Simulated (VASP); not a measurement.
Set up this calculation in VASP 6.6.1, as the native input.

- Task: single point
- Functional: PBE
- Potentials or basis: VASP PAW PBE potentials, release 64 (Sn_d, Te)
- Cutoff: 520 eV
- k mesh: 11 × 11 × 11
- Occupations: fermi-dirac, width 0.08 eV
- Spin: no spin polarisation
- Dipole correction: no
- Further INCAR settings: ALGO = Normal; EDIFF = 1e-06; NBANDS = 17

The structure of SnTe lies in POSCAR:

```
SnTe
1.0
    0.0000000000      3.1565000000      3.1880650000
    3.1565000000      0.0000000000      3.1880650000
    3.1565000000      3.1565000000      0.0000000000
Sn Te
1 1
Direct
    0.0000000000      0.0000000000      0.0000000000
    0.5000000000      0.5000000000      0.5000000000
```

This cell differs from its parent crystal: zz strain of +1 %.

These files were run (other wordings do the same):

INCAR

```
PREC     = Accurate       # precision mode
ENCUT    = 520            # plane-wave cutoff, eV
EDIFF    = 1E-6           # SCF threshold, eV
ISMEAR   = -1             # smearing method
SIGMA    = 0.08           # smearing width, eV
LREAL    = False          # projectors in reciprocal space
LASPH    = True           # aspherical terms in the spheres
NELM     = 60             # most SCF steps
ALGO     = Normal         # electronic algorithm
ISIF     = 2              # what is computed and relaxed
LWAVE    = False          # write WAVECAR
LCHARG   = False          # write CHGCAR
GGA      = PE             # functional
NBANDS   = 17             # bands
```

KPOINTS

```
regular mesh
0
Gamma
  11 11 11
```

Potentials or basis: VASP PAW PBE potentials, release 64 (Sn_d, Te).

The run is started by

```sh
$ cat potpaw_PBE.64/Sn_d/POTCAR potpaw_PBE.64/Te/POTCAR > POTCAR
$ mpirun -np 1 vasp_std > vasp.out
```

Results of the run:

```yaml
Pressure: 1.5 GPa
Band_gap_on_the_k_mesh: 0.41 eV
```

Caveat: the cell differs from its parent crystal (zz strain of +1 %); semilocal functionals underestimate gaps, and a narrow one can read as zero; spin-orbit coupling is left out, which moves the levels of the heavy elements.

Wall time 3.6 min on 1 thread of AMD EPYC 7R13, with other jobs on the host, peak memory 0.27 GiB.
